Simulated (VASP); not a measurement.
Write the native input for VASP 6.6.1 that does the following.

```
Task                   : relaxation of cell and atoms
Functional             : PBE
Potentials or basis    : VASP PAW PBE potentials, release 64 (Al, Nb_sv, Ta_pv)
Cutoff                 : 600 eV
k mesh                 : 3 × 3 × 3
Occupations            : gaussian, width 0.1 eV
Spin                   : no spin polarisation
Dipole correction      : no
Further INCAR settings : LREAL = Auto; ALGO = Fast; EDIFF = 1e-07; ISYM = 0; IBRION = 2; EDIFFG = -0.04; NSW = 45; ISIF = 3
```

The structure of Ta3NbAl16 lies in POSCAR:

```
Ta3NbAl16
1.0
   -4.3948422494      4.8823774433     -1.5205110925
   -4.4276383877     -1.4738180711      5.1208449224
    1.4147038325      5.0702698208      5.2759411615
Al Nb Ta
16 1 3
Direct
    0.5034373612      0.5114249243      0.0523322054
    0.5980655798      0.0839971691      0.0518504493
    0.0987255190      0.5995751698      0.0521380797
    0.2220991664      0.2021821706      0.2419879799
    0.7998614026      0.2798859835      0.2595847421
    0.3014800263      0.7985623270      0.2487391457
    0.4068725936      0.4111921086      0.4449356348
    0.4943642950      0.9875619696      0.4559701662
    0.9965427507      0.4818552871      0.4642085585
    0.0996569392      0.1034102335      0.6455696151
    0.9066653710      0.9030472485      0.4410415331
    0.5971084930      0.6052587829      0.6502815511
    0.1852782603      0.6855086764      0.6555775815
    0.3027176679      0.3045926953      0.8434637102
    0.8025474576      0.8118617446      0.8497357270
    0.3883342037      0.9046224436      0.8449282360
    0.7158454800      0.6816159482      0.2515547502
    0.0102547130      0.0186934086      0.0412252597
    0.6923198722      0.1957126525      0.6502541431
    0.8855574600      0.4066316074      0.8713247653
```

These files were run (other wordings do the same):

INCAR

```
SYSTEM = Ta3NbAl16
PREC     = Accurate       ! precision mode
ENCUT    = 600            ! plane-wave cutoff, eV
EDIFF    = 1E-7           ! SCF threshold, eV
ISMEAR   = 0              ! smearing method
SIGMA    = 0.1            ! smearing width, eV
LREAL    = Auto         
LASPH    = .TRUE.         ! aspherical terms in the spheres
NELM     = 80             ! most SCF steps
ALGO     = Fast           ! electronic algorithm
ISIF     = 3              ! what is computed and relaxed
LWAVE    = .FALSE.        ! write WAVECAR
LCHARG   = .FALSE.        ! write CHGCAR
GGA      = PE             ! functional
IBRION   = 2              ! ionic algorithm
NSW      = 45             ! ionic steps
EDIFFG   = -0.04          ! ionic threshold
ISYM     = 0
```

KPOINTS

```
Automatic mesh
0
G
  3 3 3
  0 0 0
```

Potentials or basis: VASP PAW PBE potentials, release 64 (Al, Nb_sv, Ta_pv).

Launch:

```bash
$ cat potpaw_PBE.64/Al/POTCAR potpaw_PBE.64/Nb_sv/POTCAR potpaw_PBE.64/Ta_pv/POTCAR > POTCAR
$ mpirun -np 1 vasp_std > vasp.out
```

Results of the run:

| Quantity | Value |
| --- | --- |
| Relaxed volume | 16.44 Å³/atom |
| Relaxed cell | a = 6.803 Å, b = 6.886 Å, c = 7.399 Å, α = 76.25°, β = 78.11°, γ = 83.82° |
| Space group after relaxing (to 0.1 Å) | P1 (No. 1) |
| Energy gained by relaxing | 4.4 meV/atom |
| Ionic steps | 12 |
| Pressure after relaxing | 0.1 GPa |
| Largest force after relaxing | 0.031 eV/Å |
| Band gap on the k mesh | zero (bands 47 and 48 overlap by 0.30 eV) |

Caveat: spin-orbit coupling is left out, which moves the levels of the heavy elements.

Wall time 55 min on 1 thread of AMD EPYC 9R45 96-Core Processor (Zen 5), on a shared host, peak memory 0.6 GiB.
